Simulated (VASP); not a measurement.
# Na (Im-3m) in VASP: a series of runs, part 2 of 2

VASP 6.6.1. Earlier steps stand in the parts before.

### Step 3. Relaxation of cell and atoms, r2SCAN

This run uses another cell than the first one, of 39.26 Å³/atom.

Input file POSCAR:

```
Na
1.0
   -2.1410000000      2.1410000000      2.1410000000
    2.1410000000     -2.1410000000      2.1410000000
    2.1410000000      2.1410000000     -2.1410000000
Na
1
Direct
    0.0000000000      0.0000000000      0.0000000000
```

Input file INCAR.step1:

```
PREC = Accurate
ENCUT = 600
ISMEAR = -1
SIGMA = 0.05
LREAL = False
LASPH = True
NELM = 100
GGA = PE
ALGO = Normal
EDIFF = 1E-4
LWAVE = True
LCHARG = False
```

Input file INCAR.step2:

```
PREC = Accurate
ENCUT = 600
EDIFF = 1E-7
ISMEAR = -1
SIGMA = 0.05
LREAL = False
LASPH = True
NELM = 100
ALGO = Normal
ISIF = 3
LWAVE = False
LCHARG = False
METAGGA = R2SCAN
LMIXTAU = True
IBRION = 2
NSW = 60
EDIFFG = -0.01
ISTART = 1
```

Input file KPOINTS:

```
Automatic mesh
0
Gamma
  9 9 9
```

Potentials or basis: VASP PAW PBE potentials, release 64 (Na_pv).

Command:

```bash
cat potpaw_PBE.64/Na_pv/POTCAR > POTCAR
cp INCAR.step1 INCAR
mpirun -np 1 vasp_std > vasp.out
cp INCAR.step2 INCAR
mpirun -np 1 vasp_std > vasp.out
```

OUTCAR:

```text
PREC = Accurate
   ENCUT = 600
   EDIFF = 1E-7
   ISMEAR = -1
   LREAL = False
   LASPH = True
   NELM = 100
   ISIF = 3
   METAGGA = R2SCAN
   IBRION = 2
   NSW = 60
   EDIFFG = -0.01
   ISTART = 1

 ion  position               nearest neighbor table
   1  0.000  0.000  0.000-

  LATTYP: Found a body centered cubic cell.
 ALAT       =     4.2820000000

  Lattice vectors:

 A1 = (  -2.1410000000,   2.1410000000,   2.1410000000)
 A2 = (   2.1410000000,  -2.1410000000,   2.1410000000)
 A3 = (   2.1410000000,   2.1410000000,  -2.1410000000)

Analysis of symmetry for initial positions (statically):
=====================================================================
 Subroutine PRICEL returns:
 Original cell was already a primitive cell.

 Routine SETGRP: Setting up the symmetry group for a
 body centered cubic supercell.

 Subroutine GETGRP returns: Found 48 space group operations
 (whereof 48 operations were pure point group operations)
 out of a pool of 48 trial point group operations.

The static configuration has the point symmetry O_h .

Analysis of symmetry for dynamics (positions and initial velocities):
=====================================================================
 Subroutine PRICEL returns:
 Original cell was already a primitive cell.

 Routine SETGRP: Setting up the symmetry group for a
 body centered cubic supercell.

 Subroutine GETGRP returns: Found 48 space group operations
 (whereof 48 operations were pure point group operations)
 out of a pool of 48 trial point group operations.

The dynamic configuration has the point symmetry O_h .

 Subroutine INISYM returns: Found 48 space group operations
 (whereof 48 operations are pure point group operations),
 and found     1 'primitive' translations

[... 123 lines left out ...]
 conjugate gradient relaxation of ions
 non-spin polarized calculation
  energy-cutoff  :      600.00
  volume of cell :       39.26
 maximum number of plane-waves:      1329
 NGX is ok and might be reduce to    30
   NGX = 15   NGY = 15   NGZ = 15

--------------------------------------- Ionic step        1  -------------------------------------------

 number of electron       7.0000007 magnetization

 Free energy of the ion-electron system (eV)
  ---------------------------------------------------
  ext. energy  EPLUGINS =         0.00000000
  ---------------------------------------------------
  free energy    TOTEN  =        -3.55961630 eV

  energy without entropy =       -3.55640334  energy(sigma->0) =       -3.55800982

------------------------ aborting loop because EDIFF is reached ----------------------------------------

  FORCE on cell =-STRESS in cart. coord.  units (eV):
  Direction    XX          YY          ZZ          XY          YZ          ZX
  --------------------------------------------------------------------------------------
  -------------------------------------------------------------------------------------
  Total       -0.0716107     -0.0716107     -0.0716107     -0.0000000      0.0000000     -0.0000000
  in kB       -2.9226612     -2.9226612     -2.9226612     -0.0000000      0.0000000     -0.0000000
  external PRESSURE =      -2.9226612 kB  Pullay stress =       0.0000000 kB
[... 127 lines left out ...]
--------------------------------------- Ionic step        5  -------------------------------------------

 number of electron       6.9999998 magnetization

 Free energy of the ion-electron system (eV)
  ---------------------------------------------------
  ext. energy  EPLUGINS =         0.00000000
  ---------------------------------------------------
  free energy    TOTEN  =        -3.56103936 eV

  energy without entropy =       -3.55788412  energy(sigma->0) =       -3.55946174

 E-fermi :   0.2817     XC(G=0):  -6.8701

 val. band max:        0.1842480078   @ k =  -0.3333   0.4444   0.1111
 cond. band min:       0.3828043980   @ k =   0.4444   0.0000   0.0000
 fundamental gap:      0.1985563902
 Fermi energy:         0.2817132118

 k-point     1 :       0.0000    0.0000    0.0000
  band No.  band energies     occupation
      1     -25.7276      2.00000
      2     -25.7276      2.00000
      3     -25.7273      2.00000
      4      -3.1530      2.00000
      5      12.6059      0.00000
      6      12.6064      0.00000
      7      12.6064      0.00000
[... 221 lines left out ...]
 k-point    24 :      -0.4444   -0.4444    0.1111
  band No.  band energies     occupation
      1     -25.7582      2.00000
      2     -25.7438      2.00000
      3     -25.7329      2.00000
      4       1.5880      0.00000
      5       2.2872      0.00000
      6       5.9338      0.00000
      7       9.7330      0.00000

 [... further k-points ...]

------------------------ aborting loop because EDIFF is reached ----------------------------------------

  FORCE on cell =-STRESS in cart. coord.  units (eV):
  Direction    XX          YY          ZZ          XY          YZ          ZX
  --------------------------------------------------------------------------------------
  -------------------------------------------------------------------------------------
  Total        0.0001449      0.0001449      0.0001449      0.0000000     -0.0000000      0.0000000
  in kB        0.0061546      0.0061546      0.0061546      0.0000000     -0.0000000      0.0000000
  external PRESSURE =       0.0061546 kB  Pullay stress =       0.0000000 kB
[... 16 lines left out ...]
  FREE ENERGIE OF THE ION-ELECTRON SYSTEM (eV)
  ---------------------------------------------------
  free  energy   TOTEN  =        -3.5610393643 eV

  energy  without entropy=       -3.5578841193  energy(sigma->0) =       -3.55946174

 reached required accuracy - stopping structural energy minimisation
```

OUTCAR.step1:

```text
PREC = Accurate
   ENCUT = 600
   ISMEAR = -1
   LREAL = False
   LASPH = True
   NELM = 100
[... 455 lines left out ...]
 POSITION                                       TOTAL-FORCE (eV/Angst)
 -----------------------------------------------------------------------------------
      0.00000      0.00000      0.00000        -0.000000     -0.000000     -0.000000
 -----------------------------------------------------------------------------------
    total drift:                               -0.000000     -0.000000      0.000000

  FREE ENERGIE OF THE ION-ELECTRON SYSTEM (eV)
  ---------------------------------------------------
  free  energy   TOTEN  =        -1.3145458619 eV

  energy  without entropy=       -1.3112635162  energy(sigma->0) =       -1.31290469
```

It took 3.3 min on 1 thread of Intel Xeon Platinum 8259CL at 2.50GHz (Skylake/Cascade Lake), shared host; peak memory 0.16 GiB.

What came out:

- Free energy: -3.5610 eV
- Relaxed volume: 37.71 Å³/atom
- Relaxed cell: a = 3.659 Å, b = 3.659 Å, c = 3.659 Å, α = 109.47°, β = 109.47°, γ = 109.47°
- Space group after relaxing (to 0.1 Å): Im-3m (No. 229)
- Energy gained by relaxing: 1.4 meV/atom
- Ionic steps: 5
- Pressure after relaxing: 0.0 GPa
- Band gap on the k mesh: zero (an odd number of electrons rules out a gap without spin polarisation)

Step by step:
```csv
step,energy change (eV),largest force (eV/Å),pressure (GPa),volume (Å³)
1,0.0000,0.0000,-0.29,39.26
2,-0.0007,0.0000,-0.17,38.85
3,-0.0009,0.0000,-0.13,38.69
4,-0.0011,0.0000,-0.07,38.36
5,-0.0014,0.0000,0.00,37.71
```

Final structure:
```
Na
1.0
    -2.11255    2.11255    2.11255
     2.11255   -2.11255    2.11255
     2.11255    2.11255   -2.11255
Na
1
Direct
  0.00000 0.00000 0.00000
```

Caveat: the PAW data sets were made with another functional, which shifts forces and pressure a little.

### Step 4. Single point, PBE exchange alone, collinear spin (37.69 Å³/atom)

This run uses another cell than the first one, of 37.69 Å³/atom.

Input file INCAR:

```
SYSTEM = Na
AGGAC = 0.0
ALDAC = 0.0
ALGO = Normal
EDIFF = 1E-6
ENCUT = 520
GGA = PE
ISIF = 2
ISMEAR = -5
ISPIN = 2
LASPH = .True.
LCHARG = .False.
LORBIT = 11
LREAL = .False.
LWAVE = .False.
MAGMOM = 0.5
NBANDS = 14
NELM = 150
PREC = Accurate
SIGMA = 0.1
```

Input file KPOINTS:

```
k-points
0
Gamma
  9 9 9
  0 0 0
```

Input file POSCAR:

```
Na
1.0
    3.6582021900      0.0000000000      0.0000000000
   -1.2194007297      3.4489861008      0.0000000000
   -1.2194007297     -1.7244930498      2.9869095809
Na
1
Direct
    0.0000000000      0.0000000000      0.0000000000
```

Command:

```bash
cat potpaw_PBE.64/Na_pv/POTCAR > POTCAR
mpirun -np 1 vasp_std > vasp.out
```

It took 38 s on 1 thread of Intel Xeon 8259CL, shared host; peak memory 0.18 GiB.

The run converged. Its results:

| Property | Result |
| --- | --- |
| Free energy | -0.7496 eV |
| Pressure | 0.9 GPa |
| Net moment | 0.00 μB per cell |
| Valence electrons inside the program's atomic spheres | Na 6.06 |

Levels at points of the mesh, in eV from the Fermi level:
Spin up:
```
           k point  band 1  band 2  band 3  band 4  band 5  band 6  band 7  band 8
(0.00, 0.00, 0.00)  -24.89  -24.89  -24.89   -3.33   11.52   11.52   11.52   12.56
```
Spin down:
| k point | band 1 | band 2 | band 3 | band 4 | band 5 | band 6 |
| --- | --- | --- | --- | --- | --- | --- |
| (0.00, 0.00, 0.00) | -24.89 | -24.89 | -24.89 | -3.33 | 11.52 | 11.52 |

Caveat: tetrahedron occupations give inexact forces and stress in metals.

### Step 5. The runs side by side

| task | level | spin | cell | cutoff (eV) | smearing | gap on the mesh (eV) | pressure (GPa) | moment (μB) |
| --- | --- | --- | --- | --- | --- | --- | --- | --- |
| single point | b88 exchange, pbe correlation | collinear | a = 3.781 Å, angles 109.5°, 1 atom | 500 | fermi-dirac 0.05 eV | none | -0.5 | 0.00 |
| relaxation of cell and atoms | r2SCAN | off | relaxed from a = 3.708 Å, angles 109.5°, 1 atom | 600 | fermi-dirac 0.05 eV | none | 0.0 | - |
| single point | PBE exchange alone | collinear | a = 3.658 Å, angles 109.5°, 1 atom | 520 | tetrahedron | none | 0.9 | 0.00 |

Alike in all rows: potentials or basis VASP PAW PBE potentials, release 64 (Na_pv); k mesh 9 × 9 × 9.

Caveats: the PAW data sets were made with another functional, which shifts forces and pressure a little (at least some runs); tetrahedron occupations give inexact forces and stress in metals (at least some runs).

Total energies depend on the potentials used, so only differences within one code and one set of settings carry meaning.
